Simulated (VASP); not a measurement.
Lu3NbF, 5 atoms in the cell. It takes space group Pm-3m (No. 221, cubic). The conventional cell has a = 4.691 Å, b = 4.691 Å, c = 4.691 Å, α = 90.00°, β = 90.00°, γ = 90.00°. Lu (site symmetry 4/mmm) has 2 F at 2.35 Å within 3.1 Å. Within 4.4 Å of Nb (site symmetry m-3m) lie 12 Lu at 3.32 Å and 8 F at 4.06 Å. F (site symmetry m-3m) has 6 Lu at 2.35 Å within 3.1 Å. The cell was built from a structure type or drawn by symmetry, and may not be a known phase.

| Property | Result |
| --- | --- |
| Program | VASP 6.6.1 |
| Task | relaxation of cell and atoms |
| Functional | PBE |
| Potentials or basis | VASP PAW PBE potentials, release 64 (Lu, Nb_sv, F) |
| Cutoff | 600 eV |
| k mesh | 8 × 8 × 8 |
| Occupations | gaussian, width 0.1 eV |
| Spin | no spin polarisation |
| Dipole correction | no |
| Further INCAR settings | ALGO = Normal; EDIFF = 1e-06; IBRION = 2; EDIFFG = -0.01; NSW = 100; ISIF = 3 |

Potentials or basis: VASP PAW PBE potentials, release 64 (Lu, Nb_sv, F).

The run is started by

```console
$ cat potpaw_PBE.64/Lu/POTCAR potpaw_PBE.64/Nb_sv/POTCAR potpaw_PBE.64/F/POTCAR > POTCAR
$ mpirun -np 1 vasp_std > vasp.out
```

Hardware: 1 thread of Intel Xeon 8259CL, on a shared host.

Q: Estimate the wall time of this run.

A: Run time: 18 min on 1 thread of Intel Xeon 8259CL, with other jobs on the host, peak memory 0.4 GiB. Counts: scf iterations 40, k points 35, ion steps 3.
